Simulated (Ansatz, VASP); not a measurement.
## One calculation of BaZrO3, two programs

```
Ba Zr O
1.0
     4.18098    0.00000    0.00000
     0.00000    4.18098    0.00000
     0.00000    0.00000    4.18098
Ba Zr O
1 1 3
Cartesian
  0.0000 0.0000 0.0000
  2.0905 2.0905 2.0905
  0.0000 2.0905 2.0905
  2.0905 0.0000 2.0905
  2.0905 2.0905 0.0000
```

Alike in both runs: functional PBEsol; k mesh 6 × 6 × 6; occupations fermi-dirac, width 0.02 eV; no spin polarisation.

Ansatz relaxed the structure, and its values are those at the end. VASP's run is a single point on that final structure, the one shown.

|  | VASP | Ansatz |
| --- | --- | --- |
| version | VASP 6.6.1 | Ansatz 0.2.0 |
| potentials or method | VASP PAW PBE potentials, release 64 (Ba_sv, Zr_sv, O), cutoff 520 eV | PAW plane waves |
| valence electrons in the cell | 40 | 40 |

|  | VASP | Ansatz | Ansatz less VASP |
| --- | --- | --- | --- |
| gap on the k mesh at the Fermi level (eV) | 3.12 | 3.18 | +0.059 |
| pressure (GPa) | 1.1 | 0.0 | -1.16 |

VASP's potentials were made for PBE, not for PBEsol, and Ansatz warns of the same on its side. With one functional, cell and mesh, what is left measures potentials, basis and numerics.

Spin-orbit coupling is off throughout.
